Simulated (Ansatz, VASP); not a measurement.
# TeAs2 in VASP and in Ansatz

File INCAR:

```
SYSTEM = TeAs2
PREC = Accurate
ENCUT = 520
EDIFF = 1E-6
ISMEAR = 0
SIGMA = 0.1
LREAL = .FALSE.
LASPH = .TRUE.
NELM = 100
ALGO = Normal
ISIF = 2
LWAVE = .FALSE.
LCHARG = .FALSE.
GGA = PE
NBANDS = 25
```

KPOINTS

```
Automatic mesh
0
G
  4 4 4
  0 0 0
```

File POSCAR:

```
TeAs2
1.0
   -3.5564539400      3.5564539400      2.9405160000
    3.5564539400     -3.5564539400      2.9405160000
    3.5564539400      3.5564539400     -2.9405160000
Te As
2 4
Direct
    0.7500000000      0.2500000000      0.5000000000
    0.0000000000      0.0000000000      0.0000000000
    0.3750000000      0.6250000000      0.2500000000
    0.3750000000      0.1250000000      0.7500000000
    0.3750000000      0.6250000000      0.7500000000
    0.8750000000      0.6250000000      0.2500000000
```

Input for Ansatz:

```yaml
crystal:
  lattice:
    - [-3.55645394, 3.55645394, 2.940516]
    - [3.55645394, -3.55645394, 2.940516]
    - [3.55645394, 3.55645394, -2.940516]
  atoms:
    - { symbol: Te, position: [0.75, 0.25, 0.5] }
    - { symbol: Te, position: [0.0, 0.0, 0.0] }
    - { symbol: As, position: [0.375, 0.625, 0.25] }
    - { symbol: As, position: [0.375, 0.125, 0.75] }
    - { symbol: As, position: [0.375, 0.625, 0.75] }
    - { symbol: As, position: [0.875, 0.625, 0.25] }
basis:
  ecutwfc: 420
kpoints:
  mp_grid: { grid: [4, 4, 4] }
hamiltonian:
  xc: pbe
scf:
  occupations: { method: gaussian, width: 0.1 }
  lower_state_search: "off"
output:
  forces: true
  stress: true
  eigenvalues: true
```

Alike in both runs: task single point; functional PBE; k mesh 4 × 4 × 4; occupations gaussian, width 0.1 eV; no spin polarisation.

|  | VASP | Ansatz |
| --- | --- | --- |
| version | VASP 6.6.1 | Ansatz 0.2.0 |
| potentials or method | VASP PAW PBE potentials, release 64 (Te, As), cutoff 520 eV | scalar-relativistic, plane waves, PAW |
| valence electrons in the cell | 32 | 92 |

```csv
,VASP,Ansatz,Ansatz less VASP
gap on the k mesh at the Fermi level (eV),none,none,-
pressure (GPa),-1.4,-1.4,-0.02
"traceless stress, the component that is largest in VASP (GPa)",-0.61,-0.63,-0.017
```

A gap of «none» marks a metal or a gap that the smearing closes. With one functional, cell and mesh, what is left measures potentials, basis and numerics. VASP's potentials hold 32 valence electrons a cell and Ansatz's 92, so a difference there can come from the potentials and not from the codes.

Neither program's run includes spin-orbit coupling.
